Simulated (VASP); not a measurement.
Crystal: Be.

```xyz
1
Lattice="2.1705 0.0000 0.0000 -0.7235 2.0463 0.0000 -0.7235 -1.0232 1.7722" Properties=species:S:1:pos:R:3 pbc="T T T"
Be    0.0000    0.0000    0.0000
```

- Program: VASP 6.6.1
- Task: relaxation of cell and atoms
- Functional: PBEsol
- Dispersion: D3(BJ)
- Potentials or basis: VASP PAW PBE potentials, release 64 (Be)
- Cutoff: 600 eV
- k mesh: 15 × 15 × 15
- Occupations: fermi-dirac, width 0.1 eV
- Spin: no spin polarisation

At the start: pressure -7.1 GPa; volume 7.87 Å³/atom.

Problem. How do energy, volume and symmetry change on relaxing?

Solution. Over 3 steps the energy falls by 10.4 meV/atom and the volume is 7.42 Å³/atom (-5.7 %); space group Im-3m (No. 229, to 0.05 Å).

The path:
```csv
step,energy change (eV),largest force (eV/Å),pressure (GPa),volume (Å³)
1,0.0000,0.0000,-7.08,7.87
2,-0.0102,0.0000,-1.08,7.48
3,-0.0104,0.0000,-0.03,7.42
```

Final structure:
```yaml
crystal:
  lattice:
    - [2.12836, 0.00000, 0.00000]
    - [-0.70945, 2.00664, 0.00000]
    - [-0.70945, -1.00332, 1.73780]
  atoms:
    - { symbol: Be, position: [0.00000, 0.00000, 0.00000] }
```

Caveat: the PAW data sets were made with another functional, which shifts forces and pressure a little; pairwise dispersion overbinds metals, which lowers pressure and volume.
